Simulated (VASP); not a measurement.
# SrTiO3 (P4mm) in VASP: single point with HSE06

Aim: the single point of SrTiO3 with HSE06.

Everything below comes from runs of VASP 6.6.1. Logs are shortened: lines on timing, memory, paths and dates and some standing lists are left out, and cuts for length are marked.

### Step 1. The cell of the first run

It takes space group P4mm (No. 99, tetragonal). The conventional cell has a = 3.904 Å, b = 3.904 Å, c = 3.923 Å, α = 90.00°, β = 90.00°, γ = 90.00°. Within 3.6 Å of Sr (site symmetry 4mm) lie 12 O at 2.72 to 2.81 Å and 8 Ti at 3.38 to 3.39 Å. Ti (site symmetry 4mm) has 6 O at 1.88 to 2.04 Å within 2.5 Å. Within 2.6 Å of O (site symmetry 2mm) lie 2 Ti at 1.95 Å. Within 2.5 Å of O (site symmetry 4mm) lie 2 Ti at 1.88 to 2.04 Å.

### Step 2. Single point, HSE06

POSCAR reads:

```
SrTiO3
1.0
    3.9035451601      0.0000000000      0.0000000000
    0.0000000000      3.9035451601      0.0000000000
    0.0000000000      0.0000000000      3.9231806804
Sr Ti O
1 1 3
Direct
    0.5000000000      0.5000000000      0.5813666738
    0.0000000000      0.0000000000      0.0850163725
    0.0000000000      0.5000000000      0.0645584601
    0.5000000000      0.0000000000      0.0645584601
    0.0000000000      0.0000000000      0.5644970234
```

INCAR.step1 reads:

```
  PREC = Accurate
  ENCUT = 520
  EDIFF = 1E-5
  ISMEAR = 0
  SIGMA = 0.01
  LREAL = F
  LASPH = T
  NELM = 60
  ALGO = Normal
  ISIF = 2
  LWAVE = T
  LCHARG = F
  GGA = PE
  NBANDS = 28
  KPAR = 4
```

INCAR.step2 reads:

```
  PREC = Accurate
  ENCUT = 520
  EDIFF = 1E-7
  ISMEAR = 0
  SIGMA = 0.01
  LREAL = F
  LASPH = T
  NELM = 60
  ALGO = Normal
  ISIF = 2
  LWAVE = F
  LCHARG = F
  GGA = PE
  LHFCALC = T
  HFSCREEN = 0.2079
  PRECFOCK = Fast
  ISTART = 1
  NBANDS = 28
  KPAR = 4
```

KPOINTS reads:

```
regular mesh
0
Gamma
  4 4 4
```

Potentials or basis: VASP PAW PBE potentials, release 64 (Sr_sv, Ti_sv, O).

Run with:

```console
$ cat potpaw_PBE.64/Sr_sv/POTCAR potpaw_PBE.64/Ti_sv/POTCAR potpaw_PBE.64/O/POTCAR > POTCAR
$ cp INCAR.step1 INCAR
$ mpirun -np 4 vasp_std > vasp.out
$ cp INCAR.step2 INCAR
$ mpirun -np 4 vasp_std > vasp.out
```

OUTCAR:

```text
PREC = Accurate
   ENCUT = 520
   EDIFF = 1E-7
   ISMEAR = 0
   LREAL = F
   LASPH = T
   NELM = 60
   ISIF = 2
   GGA = PE
   LHFCALC = T
   HFSCREEN = 0.2079
   PRECFOCK = Fast
   ISTART = 1

 ion  position               nearest neighbor table
   1  0.500  0.500  0.581-   3 2.72   4 2.72   4 2.72   3 2.72   5 2.76   5 2.76   5 2.76   5 2.76
                             3 2.81   4 2.81   3 2.81   4 2.81   2 3.38   2 3.38   2 3.38   2 3.38
   2  0.000  0.000  0.085-   5 1.88   4 1.95   3 1.95   3 1.95   4 1.95   5 2.04   1 3.38   1 3.38
                             1 3.38   1 3.38   1 3.39   1 3.39   1 3.39   1 3.39
   3  0.000  0.500  0.065-   2 1.95   2 1.95   1 2.72   1 2.72   1 2.81   1 2.81
   4  0.500  0.000  0.065-   2 1.95   2 1.95   1 2.72   1 2.72   1 2.81   1 2.81
   5  0.000  0.000  0.564-   2 1.88   2 2.04   1 2.76   1 2.76   1 2.76   1 2.76

  LATTYP: Found a simple tetragonal cell.
 ALAT       =     3.9035451601
 C/A-ratio  =     1.0050301763

  Lattice vectors:

 A1 = (   3.9035451601,   0.0000000000,   0.0000000000)
 A2 = (   0.0000000000,   3.9035451601,   0.0000000000)
 A3 = (   0.0000000000,   0.0000000000,   3.9231806804)

Analysis of symmetry for initial positions (statically):
=====================================================================
 Subroutine PRICEL returns:
 Original cell was already a primitive cell.

 Routine SETGRP: Setting up the symmetry group for a
 simple tetragonal supercell.

 Subroutine GETGRP returns: Found  8 space group operations
 (whereof  8 operations were pure point group operations)
 out of a pool of 16 trial point group operations.

The static configuration has the point symmetry C_4v.

Analysis of symmetry for dynamics (positions and initial velocities):
=====================================================================
 Subroutine PRICEL returns:
 Original cell was already a primitive cell.

 Routine SETGRP: Setting up the symmetry group for a
 simple tetragonal supercell.

 Subroutine GETGRP returns: Found  8 space group operations
 (whereof  8 operations were pure point group operations)
 out of a pool of 16 trial point group operations.

The dynamic configuration has the point symmetry C_4v.

 Subroutine INISYM returns: Found  8 space group operations
 (whereof  8 operations are pure point group operations),
 and found     1 'primitive' translations

----------------------------------------------------------------------------------------

                                     Primitive cell

  volume of cell :      59.7801

  direct lattice vectors                    reciprocal lattice vectors
     3.903545160  0.000000000  0.000000000     0.256177387  0.000000000  0.000000000
     0.000000000  3.903545160  0.000000000     0.000000000  0.256177387  0.000000000
     0.000000000  0.000000000  3.923180680     0.000000000  0.000000000  0.254895219

  length of vectors
     3.903545160  3.903545160  3.923180680     0.256177387  0.256177387  0.254895219

  position of ions in fractional coordinates (direct lattice)
     0.500000000  0.500000000  0.581366674
     0.000000000  0.000000000  0.085016373
     0.000000000  0.500000000  0.064558460
     0.500000000  0.000000000  0.064558460
     0.000000000  0.000000000  0.564497023

  ion indices of the primitive-cell ions
   primitive index   ion index
                 1           1
                 2           2
                 3           3
                 4           4
                 5           5

----------------------------------------------------------------------------------------

 KPOINTS: regular mesh

Automatic generation of k-mesh.
 Grid dimensions read from file:
 generate k-points for:    4    4    4

 Generating k-lattice:

  Cartesian coordinates                     Fractional coordinates (reciprocal lattice)
     0.064044347  0.000000000  0.000000000     0.250000000  0.000000000  0.000000000
     0.000000000  0.064044347  0.000000000     0.000000000  0.250000000  0.000000000
     0.000000000  0.000000000  0.063723805     0.000000000  0.000000000  0.250000000

  Length of vectors
     0.064044347  0.064044347  0.063723805

  Shift w.r.t. Gamma in fractional coordinates (k-lattice)
     0.000000000  0.000000000  0.000000000

 Subroutine IBZKPT returns following result:
 ===========================================

 Found     18 irreducible k-points:

 Following reciprocal coordinates:
            Coordinates               Weight
  0.000000  0.000000  0.000000      1.000000
  0.250000  0.000000  0.000000      4.000000
  0.500000  0.000000  0.000000      2.000000
  0.250000  0.250000  0.000000      4.000000
  0.500000  0.250000  0.000000      4.000000
  0.500000  0.500000  0.000000      1.000000
[... 10 lines left out ...]
  0.500000  0.250000  0.500000      4.000000
  0.500000  0.500000  0.500000      1.000000
   k-points           NKPTS =     18   k-points in BZ     NKDIM =     64   number of bands    NBANDS=     28
   number of dos      NEDOS =    301   number of ions     NIONS =      5
   total plane-waves  NPLWV =  27000
   dimension x,y,z NGX =    30 NGY =   30 NGZ =   30
   dimension x,y,z NGXF=    60 NGYF=   60 NGZF=   60
   ions per type =               1   1   3
   NGX,Y,Z   is equivalent  to a cutoff of  12.78, 12.78, 12.71 a.u.
   NGXF,Y,Z  is equivalent  to a cutoff of  25.55, 25.55, 25.43 a.u.
 SYSTEM =  unknown system
   PREC   = accura    normal or accurate (medium, high low for compatibility)
   ISTART =      1    job   : 0-new  1-cont  2-samecut
   ICHARG =      0    charge: 1-file 2-atom 10-const
   ISPIN  =      1    spin polarized calculation?
   LNONCOLLINEAR =      F non collinear calculations
   LSORBIT =      F    spin-orbit coupling
   LASPH  =      T    aspherical Exc in radial PAW
   ENCUT  =  520.0 eV  38.22 Ry    6.18 a.u.   7.26  7.26  7.29*2*pi/ulx,y,z
   NELM   =     60;   NELMIN=  2; NELMDL=  0     # of ELM steps
   EDIFF  = 0.1E-06   stopping-criterion for ELM
   LREAL  =      F    real-space projection
   EDIFFG = 0.1E-05   stopping-criterion for IOM
   NSW    =      0    number of steps for IOM
   IBRION =     -1    ionic relax: 0-MD 1-quasi-New 2-CG
   NFREE  =      0    steps in history (QN), initial steepest desc. (CG)
   ISIF   =      2    stress and relaxation
   ISYM   =      3    0-nonsym 1-usesym 2-fastsym
   POTIM  = 0.5000    time-step for ionic-motion
   TEBEG  =    0.0;   TEEND  =   0.0 temperature during run
   PSTRESS=    0.0 pullay stress
   NELECT =      40.0000    total number of electrons
   NUPDOWN=      -1.0000    fix difference up-down
   EMIN   =  10.00;   EMAX   =-10.00  energy-range for DOS
   EFERMI =   0.00;   METHOD = LEGACY
   ISMEAR =     0;   SIGMA  =   0.01  broadening in eV -4-tet -1-fermi 0-gaus
   EFERMI_NEDOS =   21; number of points for ismear=-14 and -15
   IALGO  =     38    algorithm
   IMIX   =      1    mixing-type and parameters
     AMIX     =   0.40;   BMIX     =  1.00
     AMIX_MAG =   1.60;   BMIX_MAG =  1.00
  volume/ion in A,a.u.               =      11.96        80.68
  Fermi-wavevector in a.u.,A,eV,Ry     =   1.431889  2.705877 27.896095  2.050305
  Thomas-Fermi vector in A             =   2.551576
   LORBIT       =      0    0 simple, 1 ext, 2 COOP (PROOUT), +10 PAW based schemes
   GGA     = PE    functional components
   LHFCALC =     T    Hartree Fock is set to
   PRECFOCK=fast      Normal, Fast or Accurate (Low or Medium for compatibility)
   ENCUT4O =  -1.0   cutoff for four orbital integrals eV
   NKREDX  =     1    reduce k-point grid by
   NKREDY  =     1    reduce k-point grid by
   NKREDZ  =     1    reduce k-point grid by
   AEXX    =    0.2500 exact exchange contribution
   HFSCREEN=    0.2079 screening length (either q_TF or 0.3 A-1)
   HFSCREENC=   0.2079 screening length for correlation (either q_TF or 0.3 A-1)
   ENCUTFOCK=  -1.0 apply spherical cutoff to Coloumb kernel
   IVDW    =     0    specifies the selected vdW correction
   LEPSILON=     F    determine dielectric tensor
   LRPA    =     F    only Hartree local field effects (RPA)
 non-spin polarized calculation
 Gauss-broadening in eV      SIGMA  =   0.01
  energy-cutoff  :      520.00
  volume of cell :       59.78
 maximum number of plane-waves:      1628
 NGX is ok and might be reduce to    30
  NGX = 16; NGY = 16; NGZ = 16

 number of electron      40.0000003 magnetization

 Free energy of the ion-electron system (eV)
  ---------------------------------------------------
  ext. energy  EPLUGINS =         0.00000000
  ---------------------------------------------------
  free energy    TOTEN  =       -48.61901288 eV

  energy without entropy =      -48.61901288  energy(sigma->0) =      -48.61901288

 E-fermi :   3.2260     XC(G=0):  -9.2351

 val. band max:        3.1319574558   @ k =   0.5000   0.5000   0.5000
 cond. band min:       6.4445462972   @ k =   0.0000   0.0000   0.0000
 fundamental gap:      3.3125888414
 Fermi energy:         3.2259842924

 k-point     1 :       0.0000    0.0000    0.0000
  band No.  band energies     occupation
      1     -57.6882      2.00000
      2     -32.2885      2.00000
      3     -32.2699      2.00000
      4     -32.2699      2.00000
      5     -31.5844      2.00000
      6     -15.9935      2.00000
[... 20 lines left out ...]
     27      10.1684      0.00000
     28      10.8944      0.00000

 k-point     2 :       0.2500    0.0000    0.0000
  band No.  band energies     occupation
      1     -57.6875      2.00000
      2     -32.3158      2.00000
      3     -32.2861      2.00000
      4     -32.2675      2.00000
      5     -31.5618      2.00000
      6     -16.0048      2.00000
[... 20 lines left out ...]
     27      11.1450      0.00000
     28      12.3286      0.00000

 k-point     3 :       0.5000    0.0000    0.0000
  band No.  band energies     occupation
      1     -57.6868      2.00000
      2     -32.3600      2.00000
      3     -32.2838      2.00000
      4     -32.2651      2.00000
      5     -31.5407      2.00000
      6     -16.1094      2.00000
[... 20 lines left out ...]
     27      12.2788      0.00000
     28      12.9156      0.00000

 k-point     4 :       0.2500    0.2500    0.0000
  band No.  band energies     occupation
      1     -57.6868      2.00000
      2     -32.3134      2.00000
      3     -32.3045      2.00000
      4     -32.2838      2.00000
      5     -31.5502      2.00000
      6     -15.8370      2.00000
[... 20 lines left out ...]
     27      12.0750      0.00000
     28      12.7949      0.00000

 k-point     5 :       0.5000    0.2500    0.0000
  band No.  band energies     occupation
      1     -57.6861      2.00000
      2     -32.3495      2.00000
      3     -32.3022      2.00000
      4     -32.2815      2.00000
      5     -31.5391      2.00000
      6     -15.7774      2.00000
[... 20 lines left out ...]
     27      13.3017      0.00000
     28      13.3735      0.00000

 k-point     6 :       0.5000    0.5000    0.0000
  band No.  band energies     occupation
      1     -57.6854      2.00000
      2     -32.3391      2.00000
      3     -32.3390      2.00000
      4     -32.2792      2.00000
      5     -31.5376      2.00000
      6     -15.3111      2.00000
[... 277 lines left out ...]
      5     -31.5388      2.00000
      6     -15.3066      2.00000
[... 20 lines left out ...]
     27      13.2895      0.00000
     28      14.5849      0.00000

 k-point    16 :       0.2500    0.2500    0.5000
  band No.  band energies     occupation
      1     -57.6855      2.00000
      2     -32.3573      2.00000
      3     -32.3002      2.00000
      4     -32.2997      2.00000
      5     -31.5346      2.00000
      6     -15.4320      2.00000
[... 20 lines left out ...]
     27      13.1768      0.00000
     28      13.2286      0.00000

 k-point    17 :       0.5000    0.2500    0.5000
  band No.  band energies     occupation
      1     -57.6848      2.00000
      2     -32.3508      2.00000
      3     -32.3366      2.00000
      4     -32.2974      2.00000
      5     -31.5287      2.00000
      6     -14.9539      2.00000
[... 20 lines left out ...]
     27      12.9301      0.00000
     28      13.4315      0.00000

 k-point    18 :       0.5000    0.5000    0.5000
  band No.  band energies     occupation
      1     -57.6841      2.00000
      2     -32.3481      2.00000
      3     -32.3339      2.00000
      4     -32.3339      2.00000
      5     -31.5186      2.00000
      6     -14.5871      2.00000
[... 20 lines left out ...]
     27      13.3443      0.00000
     28      13.3745      0.00000

------------------------ aborting loop because EDIFF is reached ----------------------------------------

  FORCE on cell =-STRESS in cart. coord.  units (eV):
  Direction    XX          YY          ZZ          XY          YZ          ZX
  --------------------------------------------------------------------------------------
  -------------------------------------------------------------------------------------
  Total       -0.4043618     -0.4043618     -0.4112563      0.0000000      0.0000000      0.0000000
  in kB      -10.8373732    -10.8373732    -11.0221513      0.0000000      0.0000000      0.0000000
  external PRESSURE =     -10.8989659 kB  Pullay stress =       0.0000000 kB

 VOLUME and BASIS-vectors are now :
 -----------------------------------------------------------------------------
  energy-cutoff  :      520.00
  volume of cell :       59.78
      direct lattice vectors                 reciprocal lattice vectors
     3.903545160  0.000000000  0.000000000     0.256177387  0.000000000  0.000000000
     0.000000000  3.903545160  0.000000000     0.000000000  0.256177387  0.000000000
     0.000000000  0.000000000  3.923180680     0.000000000  0.000000000  0.254895219

 POSITION                                       TOTAL-FORCE (eV/Angst)
 -----------------------------------------------------------------------------------
      1.95177      1.95177      2.28081         0.000000      0.000000      0.008866
      0.00000      0.00000      0.33353         0.000000     -0.000000      0.099559
      0.00000      1.95177      0.25327         0.000000     -0.000000     -0.001353
      1.95177      0.00000      0.25327         0.000000      0.000000     -0.001353
      0.00000      0.00000      2.21462         0.000000      0.000000     -0.105719
 -----------------------------------------------------------------------------------
    total drift:                               -0.000000     -0.000001     -0.001365

  FREE ENERGIE OF THE ION-ELECTRON SYSTEM (eV)
  ---------------------------------------------------
  free  energy   TOTEN  =       -48.6190128788 eV

  energy  without entropy=      -48.6190128788  energy(sigma->0) =      -48.61901288
```

It took 12 min on 4 MPI ranks of Intel Xeon Platinum 8259CL at 2.50GHz (Skylake/Cascade Lake), shared host; peak memory 0.29 GiB.

What came out:

```yaml
Free_energy: -48.6190 eV
Pressure: -1.1 GPa
Largest_force: 0.106 eV/Å
Band_gap_on_the_k_mesh: 3.31 eV (least direct gap 3.78 eV)
```

Forces in eV/Å, atoms in the order of the input:
```
Sr   0.000  0.000  0.009
Ti   0.000  0.000  0.100
O    0.000  0.000 -0.001
O    0.000  0.000 -0.001
O    0.000  0.000 -0.106
```

Levels at points of the mesh, in eV from the valence-band top:
| k point | band 17 | band 18 | band 19 | band 20 | band 21 | band 22 | band 23 | band 24 |
| --- | --- | --- | --- | --- | --- | --- | --- | --- |
| (0.00, 0.00, 0.00) | -1.30 | -0.49 | -0.47 | -0.47 | 3.31 | 3.43 | 3.43 | 5.75 |
| (0.50, 0.00, 0.00) | -2.46 | -2.11 | -0.94 | -0.88 | 3.61 | 5.41 | 5.42 | 5.78 |
| (0.50, 0.50, 0.00) | -1.99 | -1.74 | -1.74 | -0.09 | 5.44 | 5.44 | 6.00 | 6.70 |
| (0.00, 0.00, 0.50) | -2.53 | -2.10 | -0.79 | -0.79 | 3.50 | 5.42 | 5.42 | 5.76 |
| (0.50, 0.00, 0.50) | -1.96 | -1.72 | -1.72 | -0.14 | 5.43 | 5.44 | 5.96 | 6.81 |
| (0.50, 0.50, 0.50) | -4.05 | -0.05 | -0.05 | 0.00 | 6.20 | 6.20 | 6.22 | 8.56 |

Caveat: the PAW data sets were made with another functional, which shifts forces and pressure a little.
